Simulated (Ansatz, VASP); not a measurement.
## One calculation of SnTe, two programs

INCAR

```
  PREC = Accurate
  ENCUT = 520
  EDIFF = 1E-7
  ISMEAR = -1
  SIGMA = 0.02
  LREAL = False
  LASPH = True
  NELM = 100
  ALGO = Normal
  ISIF = 2
  LWAVE = False
  LCHARG = False
  GGA = PE
  NBANDS = 17
```

Contents of KPOINTS:

```
regular mesh
0
Gamma
  6 6 6
```

File POSCAR:

```
SnTe
1.0
    0.0000000000      3.1417146145      3.1417146145
    3.1417146145      0.0000000000      3.1417146145
    3.1417146145      3.1417146145      0.0000000000
Sn Te
1 1
Direct
    0.0000000000      0.0000000000      0.0000000000
    0.5000000000      0.5000000000      0.5000000000
```

Input for Ansatz:

```yaml
crystal:
  lattice:
    - [0.0, 3.1417146145, 3.1417146145]
    - [3.1417146145, 0.0, 3.1417146145]
    - [3.1417146145, 3.1417146145, 0.0]
  atoms:
    - { symbol: Sn, position: [0.0, 0.0, 0.0] }
    - { symbol: Te, position: [0.5, 0.5, 0.5] }
kpoints:
  mp_grid: { grid: [6, 6, 6] }
hamiltonian:
  xc: pbe
scf:
  occupations: { method: fermi_dirac, width: 0.02 }
  n_extra_bands: 4
output:
  forces: true
  stress: true
  eigenvalues: true
```

Alike in both runs: task single point; functional PBE; k mesh 6 × 6 × 6; occupations fermi-dirac, width 0.02 eV; no spin polarisation.

```csv
,VASP,Ansatz
version,VASP 6.6.1,Ansatz 0.2.0
potentials or method,"VASP PAW PBE potentials, release 64 (Sn_d, Te)","plane waves, PAW"
plane-wave cutoff (eV),520,420
valence electrons in the cell,20,30
```

|  | VASP | Ansatz | Ansatz less VASP |
| --- | --- | --- | --- |
| pressure (GPa) | 2.7 | 2.7 | +0.02 |

VASP's potentials hold 20 valence electrons a cell and Ansatz's 30, so a difference there can come from the potentials and not from the codes.

Neither program's run includes spin-orbit coupling.
